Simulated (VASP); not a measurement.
Input of a VASP 6.6.1 run:

Contents of INCAR:

```
SYSTEM = SiNi2
PREC     = Accurate       ! precision mode
ENCUT    = 600            ! plane-wave cutoff, eV
EDIFF    = 1E-7           ! SCF threshold, eV
ISMEAR   = 0              ! smearing method
SIGMA    = 0.1            ! smearing width, eV
LREAL    = .False.        ! projectors in reciprocal space
LASPH    = .True.         ! aspherical terms in the spheres
NELM     = 80             ! most SCF steps
ALGO     = Fast           ! electronic algorithm
ISIF     = 3              ! what is computed and relaxed
LWAVE    = .False.        ! write WAVECAR
LCHARG   = .False.        ! write CHGCAR
GGA      = PS             ! functional
IBRION   = 2              ! ionic algorithm
NSW      = 70             ! ionic steps
EDIFFG   = -0.008         ! ionic threshold
PSTRESS  = 150.0
```

File KPOINTS:

```
Automatic mesh
0
Gamma
  12 12 8
  0 0 0
```

File POSCAR:

```
SiNi2
1.0
    3.7977058955      0.0000000000      0.0000000000
   -1.8988529477      3.2889097816      0.0000000000
    0.0000000000      0.0000000000      4.8079901329
Si Ni
2 4
Direct
    0.3333333333      0.6666666667      0.7500000000
    0.6666666667      0.3333333333      0.2500000000
    0.0000000000      0.0000000000      0.0000000000
    0.0000000000      0.0000000000      0.5000000000
    0.3333333333      0.6666666667      0.2500000000
    0.6666666667      0.3333333333      0.7500000000
```

Potentials or basis: VASP PAW PBE potentials, release 64 (Si, Ni).

Command:

```sh
$ cat potpaw_PBE.64/Si/POTCAR potpaw_PBE.64/Ni/POTCAR > POTCAR
$ mpirun -np 1 vasp_std > vasp.out
```

Q: Predict the band gap on the k mesh.

A: Zero (bands 24 and 25 overlap by 3.62 eV).

Q: Predict the space group after relaxing (to 0.1 Å).

A: P6_3/mmc (No. 194).

Q: Estimate the relaxed volume.

A: 10.02 Å³/atom.

Q: Predict the relaxed cell.

A: a = 3.804 Å, b = 3.804 Å, c = 4.800 Å, α = 90.00°, β = 90.00°, γ = 120.00°.

Final structure:
```xyz
6
Lattice="3.8039 0.0000 0.0000 -1.9019 3.2942 0.0000 0.0000 0.0000 4.8001" Properties=species:S:1:pos:R:3 pbc="T T T"
Si    0.0000    2.1962    3.6000
Si    1.9019    1.0981    1.2000
Ni    0.0000    0.0000    0.0000
Ni    0.0000    0.0000    2.4000
Ni    0.0000    2.1962    1.2000
Ni    1.9019    1.0981    3.6000
```

Caveat: the cell is relaxed towards a set pressure, so the run minimises the enthalpy, not the energy; the PAW data sets were made with another functional, which shifts forces and pressure a little. Spin polarisation is off, so any magnetic state and its effect on volume and gap are missing.
